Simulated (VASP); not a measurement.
# ZnO in VASP: notebook

Runs on ZnO. Level: r2SCAN. Tasks: single point.

Everything below comes from runs of VASP 6.6.1. Logs are shortened: lines on timing, memory, paths and dates and some standing lists are left out, and cuts for length are marked.

## 1. The cell of the first run

It takes space group P6_3mc (No. 186, hexagonal). The conventional cell has a = 3.235 Å, b = 3.235 Å, c = 5.211 Å, α = 90.00°, β = 90.00°, γ = 120.00°. Within 2.7 Å of Zn (site symmetry 3m) lie 5 O at 1.87 to 2.67 Å. O (site symmetry 3m) has 5 Zn at 1.87 to 2.67 Å within 2.7 Å.

## 2. Single point, r2SCAN (atoms moved along the polar distortion)

POSCAR

```
ZnO
1.0
    3.2352635141      0.0000000000      0.0000000000
   -1.6176317571      2.8018203912      0.0000000000
    0.0000000000      0.0000000000      5.2113138462
Zn O
2 2
Direct
    0.3333333333      0.6666666667     -0.0529831587
    0.6666666667      0.3333333333      0.4470168413
    0.3333333333      0.6666666667      0.4349831587
    0.6666666667      0.3333333333      0.9349831587
```

INCAR.step1

```
PREC     = Accurate       # precision mode
ENCUT    = 520            # plane-wave cutoff, eV
ISMEAR   = 0              # smearing method
SIGMA    = 0.01           # smearing width, eV
LREAL    = F              # projectors in reciprocal space
LASPH    = T              # aspherical terms in the spheres
NELM     = 60             # most SCF steps
NBANDS   = 26             # bands
GGA      = PE             # functional
ALGO     = Normal         # electronic algorithm
EDIFF    = 1E-4           # SCF threshold, eV
LWAVE    = T              # write WAVECAR
LCHARG   = F              # write CHGCAR
```

INCAR.step2

```
PREC     = Accurate       # precision mode
ENCUT    = 520            # plane-wave cutoff, eV
EDIFF    = 1E-6           # SCF threshold, eV
ISMEAR   = 0              # smearing method
SIGMA    = 0.01           # smearing width, eV
LREAL    = F              # projectors in reciprocal space
LASPH    = T              # aspherical terms in the spheres
NELM     = 60             # most SCF steps
ALGO     = Normal         # electronic algorithm
ISIF     = 2              # what is computed and relaxed
LWAVE    = F              # write WAVECAR
LCHARG   = F              # write CHGCAR
METAGGA  = R2SCAN         # meta-GGA
LMIXTAU  = T            
NBANDS   = 26             # bands
ISTART   = 1
```

KPOINTS

```
Automatic mesh
0
Gamma
  9 9 6
```

Potentials or basis: VASP PAW PBE potentials, release 64 (Zn, O).

Launch:

```sh
> cat potpaw_PBE.64/Zn/POTCAR potpaw_PBE.64/O/POTCAR > POTCAR
> cp INCAR.step1 INCAR
> mpirun -np 1 vasp_std > vasp.out
> cp INCAR.step2 INCAR
> mpirun -np 1 vasp_std > vasp.out
```

OUTCAR:

```text
PREC = Accurate
   ENCUT = 520
   EDIFF = 1E-6
   ISMEAR = 0
   LREAL = F
   LASPH = T
   NELM = 60
   ISIF = 2
   METAGGA = R2SCAN
   ISTART = 1

 ion  position               nearest neighbor table
   1  0.333  0.667  0.947-   4 1.87   4 1.87   4 1.87
   2  0.667  0.333  0.447-   3 1.87   3 1.87   3 1.87
   3  0.333  0.667  0.435-   2 1.87   2 1.87   2 1.87
   4  0.667  0.333  0.935-   1 1.87   1 1.87   1 1.87

  LATTYP: Found a hexagonal cell.
 ALAT       =     3.2352635141
 C/A-ratio  =     1.6107849711

  Lattice vectors:

 A1 = (   3.2352635141,   0.0000000000,   0.0000000000)
 A2 = (  -1.6176317571,   2.8018203912,   0.0000000000)
 A3 = (   0.0000000000,   0.0000000000,   5.2113138462)

Analysis of symmetry for initial positions (statically):
=====================================================================
 Subroutine PRICEL returns:
 Original cell was already a primitive cell.

 Routine SETGRP: Setting up the symmetry group for a
 hexagonal supercell.

 Subroutine GETGRP returns: Found 12 space group operations
 (whereof  6 operations were pure point group operations)
 out of a pool of 24 trial point group operations.

The static configuration has the point symmetry C_3v.
 The point group associated with its full space group is C_6v.

Analysis of symmetry for dynamics (positions and initial velocities):
=====================================================================
 Subroutine PRICEL returns:
 Original cell was already a primitive cell.

 Routine SETGRP: Setting up the symmetry group for a
 hexagonal supercell.

 Subroutine GETGRP returns: Found 12 space group operations
 (whereof  6 operations were pure point group operations)
 out of a pool of 24 trial point group operations.

The dynamic configuration has the point symmetry C_3v.
 The point group associated with its full space group is C_6v.

 Subroutine INISYM returns: Found 12 space group operations
 (whereof  6 operations are pure point group operations),
 and found     1 'primitive' translations

----------------------------------------------------------------------------------------

                                     Primitive cell

  volume of cell :      47.2386

  direct lattice vectors                    reciprocal lattice vectors
[... 88 lines left out ...]
   LASPH  =      T    aspherical Exc in radial PAW
   ENCUT  =  520.0 eV  38.22 Ry    6.18 a.u.   6.02  6.02  9.69*2*pi/ulx,y,z
   NELM   =     60;   NELMIN=  2; NELMDL=  0     # of ELM steps
   EDIFF  = 0.1E-05   stopping-criterion for ELM
   LREAL  =      F    real-space projection
   EDIFFG = 0.1E-04   stopping-criterion for IOM
   NSW    =      0    number of steps for IOM
   IBRION =     -1    ionic relax: 0-MD 1-quasi-New 2-CG
   NFREE  =      0    steps in history (QN), initial steepest desc. (CG)
   ISIF   =      2    stress and relaxation
   ISYM   =      2    0-nonsym 1-usesym 2-fastsym
   POTIM  = 0.5000    time-step for ionic-motion
   TEBEG  =    0.0;   TEEND  =   0.0 temperature during run
   PSTRESS=    0.0 pullay stress
   NELECT =      36.0000    total number of electrons
   NUPDOWN=      -1.0000    fix difference up-down
   EMIN   =  10.00;   EMAX   =-10.00  energy-range for DOS
   EFERMI =   0.00;   METHOD = LEGACY
   ISMEAR =     0;   SIGMA  =   0.01  broadening in eV -4-tet -1-fermi 0-gaus
   EFERMI_NEDOS =   21; number of points for ismear=-14 and -15
   IALGO  =     38    algorithm
   IMIX   =      4    mixing-type and parameters
     AMIX     =   0.40;   BMIX     =  1.00
     AMIX_MAG =   1.60;   BMIX_MAG =  1.00
  volume/ion in A,a.u.               =      11.81        79.70
  Fermi-wavevector in a.u.,A,eV,Ry     =   1.495351  2.825804 30.423660  2.236076
  Thomas-Fermi vector in A             =   2.607507
   LORBIT       =      0    0 simple, 1 ext, 2 COOP (PROOUT), +10 PAW based schemes
   METAGGA = R2SCAN    functional components
   LHFCALC =     F    Hartree Fock is set to
   AEXX    =    0.0000 exact exchange contribution
   IVDW    =     0    specifies the selected vdW correction
   LEPSILON=     F    determine dielectric tensor
   LRPA    =     F    only Hartree local field effects (RPA)
 non-spin polarized calculation
 Gauss-broadening in eV      SIGMA  =   0.01
  energy-cutoff  :      520.00
  volume of cell :       47.24
 maximum number of plane-waves:      1290
   NGX = 13   NGY = 13   NGZ = 19

 number of electron      36.0000039 magnetization

 Free energy of the ion-electron system (eV)
  ---------------------------------------------------
  ext. energy  EPLUGINS =         0.00000000
  ---------------------------------------------------
  free energy    TOTEN  =       -35.75426879 eV

  energy without entropy =      -35.75426879  energy(sigma->0) =      -35.75426879

 E-fermi :   1.1796     XC(G=0): -11.6841

 val. band max:        1.1350744915   @ k =   0.0000   0.0000   0.0000
 cond. band min:       2.4497399545   @ k =   0.0000   0.0000   0.0000
 fundamental gap:      1.3146654630
 Fermi energy:         1.1795991492

 k-point     1 :       0.0000    0.0000    0.0000
  band No.  band energies     occupation
      1     -18.3621      2.00000
      2     -17.7275      2.00000
      3      -5.4971      2.00000
      4      -5.4970      2.00000
      5      -5.4514      2.00000
      6      -5.4513      2.00000
[... 685 lines left out ...]
     25      14.6703      0.00000
     26      16.6017      0.00000

 [... further k-points ...]

------------------------ aborting loop because EDIFF is reached ----------------------------------------

  FORCE on cell =-STRESS in cart. coord.  units (eV):
  Direction    XX          YY          ZZ          XY          YZ          ZX
  --------------------------------------------------------------------------------------
  -------------------------------------------------------------------------------------
  Total        4.4818930      4.4818930     -1.2691989     -0.0000000      0.0000000      0.0000000
  in kB      152.0109531    152.0109531    -43.0470181     -0.0000000      0.0000000      0.0000000
  external PRESSURE =      86.9916294 kB  Pullay stress =       0.0000000 kB

 VOLUME and BASIS-vectors are now :
 -----------------------------------------------------------------------------
  energy-cutoff  :      520.00
  volume of cell :       47.24
      direct lattice vectors                 reciprocal lattice vectors
     3.235263514  0.000000000  0.000000000     0.309093833  0.178455408  0.000000000
    -1.617631757  2.801820391  0.000000000     0.000000000  0.356910815  0.000000000
     0.000000000  0.000000000  5.211313846     0.000000000  0.000000000  0.191890189

 POSITION                                       TOTAL-FORCE (eV/Angst)
 -----------------------------------------------------------------------------------
     -0.00000      1.86788      4.93520        -0.000000     -0.000000      0.167377
      1.61763      0.93394      2.32955         0.000000     -0.000000      0.167377
     -0.00000      1.86788      2.26683         0.000000     -0.000000     -0.167377
      1.61763      0.93394      4.87249         0.000000      0.000000     -0.167377
 -----------------------------------------------------------------------------------
    total drift:                               -0.000000      0.000000      0.009358

  FREE ENERGIE OF THE ION-ELECTRON SYSTEM (eV)
  ---------------------------------------------------
  free  energy   TOTEN  =       -35.7542687876 eV

  energy  without entropy=      -35.7542687876  energy(sigma->0) =      -35.75426879
```

OUTCAR.step1:

```text
PREC = Accurate
   ENCUT = 520
   ISMEAR = 0
   LREAL = F
[... 927 lines left out ...]
     -0.00000      1.86788      4.93520        -0.000000      0.000000      0.170293
      1.61763      0.93394      2.32955        -0.000000     -0.000000      0.170293
     -0.00000      1.86788      2.26683         0.000000      0.000000     -0.170293
      1.61763      0.93394      4.87249        -0.000000      0.000000     -0.170293
 -----------------------------------------------------------------------------------
    total drift:                               -0.000000     -0.000000     -0.002528

  FREE ENERGIE OF THE ION-ELECTRON SYSTEM (eV)
  ---------------------------------------------------
  free  energy   TOTEN  =       -17.2353794207 eV

  energy  without entropy=      -17.2353794207  energy(sigma->0) =      -17.23537942
```

Run time: 4.9 min. Hardware: 1 thread of Intel Xeon 8259CL, shared host; peak memory 0.2 GiB.

What came out:

* Free energy: -35.7543 eV
* Pressure: 8.7 GPa
* Largest force: 0.167 eV/Å
* Band gap on the k mesh: 1.31 eV

Forces in eV/Å, atoms in the order of the input:
```
Zn   0.000  0.000  0.167
Zn   0.000  0.000  0.167
O    0.000  0.000 -0.167
O    0.000  0.000 -0.167
```

Stress tensor (GPa, compression positive):
```
15.20  0.00  0.00
 0.00 15.20  0.00
 0.00  0.00 -4.30
```

Levels at points of the mesh, in eV from the valence-band top:
| k point | band 16 | band 17 | band 18 | band 19 | band 20 | band 21 |
| --- | --- | --- | --- | --- | --- | --- |
| (0.00, 0.00, 0.00) | -0.32 | 0.00 | 0.00 | 1.31 | 5.37 | 8.44 |
| (0.00, 0.00, 0.50) | -0.15 | -0.15 | -0.15 | 3.73 | 3.73 | 10.39 |

Caveat: the cell differs from its parent crystal (atoms moved along the polar distortion); the stress differs along the axes, from -4 to 15 GPa; the PAW data sets were made with another functional, which shifts forces and pressure a little. A k mesh can miss the band edges.

## 3. Single point, r2SCAN (atoms moved along the polar distortion)

POSCAR

```
ZnO
1.0
    3.2352635141      0.0000000000      0.0000000000
   -1.6176317571      2.8018203912      0.0000000000
    0.0000000000      0.0000000000      5.2113138462
Zn O
2 2
Direct
    0.3333333333      0.6666666667     -0.0590000000
    0.6666666667      0.3333333333      0.4410000000
    0.3333333333      0.6666666667      0.4410000000
    0.6666666667      0.3333333333      0.9410000000
```

INCAR.step1

```
SYSTEM = ZnO
PREC = Accurate ; ENCUT = 520
ISMEAR = 0 ; SIGMA = 0.01
LREAL = .False. ; LASPH = .True.
NELM = 80 ; NBANDS = 26
GGA = PE ; ALGO = Normal
EDIFF = 1E-4 ; LWAVE = .True.
LCHARG = .False.
```

INCAR.step2

```
SYSTEM = ZnO
PREC = Accurate ; ENCUT = 520
EDIFF = 1E-6 ; ISMEAR = 0
SIGMA = 0.01 ; LREAL = .False.
LASPH = .True. ; NELM = 80
ALGO = Normal ; ISIF = 2
LWAVE = .False. ; LCHARG = .False.
METAGGA = R2SCAN ; LMIXTAU = .True.
NBANDS = 26 ; ISTART = 1
```

KPOINTS

```
Automatic mesh
0
Gamma
  9 9 6
  0 0 0
```

Potentials or basis: VASP PAW PBE potentials, release 64 (Zn, O).

Launch:

```sh
> cat potpaw_PBE.64/Zn/POTCAR potpaw_PBE.64/O/POTCAR > POTCAR
> cp INCAR.step1 INCAR
> mpirun -np 1 vasp_std > vasp.out
> cp INCAR.step2 INCAR
> mpirun -np 1 vasp_std > vasp.out
```

OUTCAR:

```text
SYSTEM = ZnO
   PREC = Accurate
   ENCUT = 520
   EDIFF = 1E-6
   ISMEAR = 0
   LREAL = .False.
   LASPH = .True.
   NELM = 80
   ISIF = 2
   METAGGA = R2SCAN
   ISTART = 1

 ion  position               nearest neighbor table
   1  0.333  0.667  0.941-   4 1.87   4 1.87   4 1.87
   2  0.667  0.333  0.441-   3 1.87   3 1.87   3 1.87
   3  0.333  0.667  0.441-   2 1.87   2 1.87   2 1.87
   4  0.667  0.333  0.941-   1 1.87   1 1.87   1 1.87

  LATTYP: Found a hexagonal cell.
 ALAT       =     3.2352635141
 C/A-ratio  =     1.6107849711

  Lattice vectors:

 A1 = (   3.2352635141,   0.0000000000,   0.0000000000)
 A2 = (  -1.6176317571,   2.8018203912,   0.0000000000)
 A3 = (   0.0000000000,   0.0000000000,   5.2113138462)

Analysis of symmetry for initial positions (statically):
=====================================================================
 Subroutine PRICEL returns:
 Original cell was already a primitive cell.

 Routine SETGRP: Setting up the symmetry group for a
 hexagonal supercell.

 Subroutine GETGRP returns: Found 24 space group operations
[... 170 lines left out ...]

 E-fermi :   1.1808     XC(G=0): -11.6835

 val. band max:        1.1382894796   @ k =   0.0000   0.0000   0.0000
 cond. band min:       2.4544861614   @ k =   0.0000   0.0000   0.0000
 fundamental gap:      1.3161966818
 Fermi energy:         1.1807980759

 k-point     1 :       0.0000    0.0000    0.0000
  band No.  band energies     occupation
      1     -18.3647      2.00000
      2     -17.7309      2.00000
      3      -5.5065      2.00000
      4      -5.5064      2.00000
      5      -5.4586      2.00000
      6      -5.4585      2.00000
[... 685 lines left out ...]
     25      14.6662      0.00000
     26      16.6070      0.00000

 [... further k-points ...]

------------------------ aborting loop because EDIFF is reached ----------------------------------------

  FORCE on cell =-STRESS in cart. coord.  units (eV):
  Direction    XX          YY          ZZ          XY          YZ          ZX
  --------------------------------------------------------------------------------------
  -------------------------------------------------------------------------------------
  Total        4.5362083      4.5362083     -1.2478133     -0.0000000     -0.0000000     -0.0000000
  in kB      153.8531493    153.8531493    -42.3216900     -0.0000000     -0.0000000     -0.0000000
  external PRESSURE =      88.4615362 kB  Pullay stress =       0.0000000 kB

 VOLUME and BASIS-vectors are now :
 -----------------------------------------------------------------------------
  energy-cutoff  :      520.00
  volume of cell :       47.24
      direct lattice vectors                 reciprocal lattice vectors
     3.235263514  0.000000000  0.000000000     0.309093833  0.178455408  0.000000000
    -1.617631757  2.801820391  0.000000000     0.000000000  0.356910815  0.000000000
     0.000000000  0.000000000  5.211313846     0.000000000  0.000000000  0.191890189

 POSITION                                       TOTAL-FORCE (eV/Angst)
 -----------------------------------------------------------------------------------
     -0.00000      1.86788      4.90385        -0.000000      0.000000      0.000000
      1.61763      0.93394      2.29819         0.000000      0.000000      0.000000
     -0.00000      1.86788      2.29819         0.000000      0.000000     -0.000000
      1.61763      0.93394      4.90385         0.000000     -0.000000      0.000000
 -----------------------------------------------------------------------------------
    total drift:                               -0.000000     -0.000000      0.000792

  FREE ENERGIE OF THE ION-ELECTRON SYSTEM (eV)
  ---------------------------------------------------
  free  energy   TOTEN  =       -35.7439070729 eV

  energy  without entropy=      -35.7439070729  energy(sigma->0) =      -35.74390707
```

Run time: 4.7 min. Hardware: 1 thread of Intel Xeon 8259CL, shared host; peak memory 0.2 GiB.

What came out:

* Free energy: -35.7439 eV
* Pressure: 8.8 GPa
* Band gap on the k mesh: 1.32 eV

Caveat: the cell differs from its parent crystal (atoms moved along the polar distortion); the stress differs along the axes, from -4 to 15 GPa; the PAW data sets were made with another functional, which shifts forces and pressure a little. A k mesh can miss the band edges.
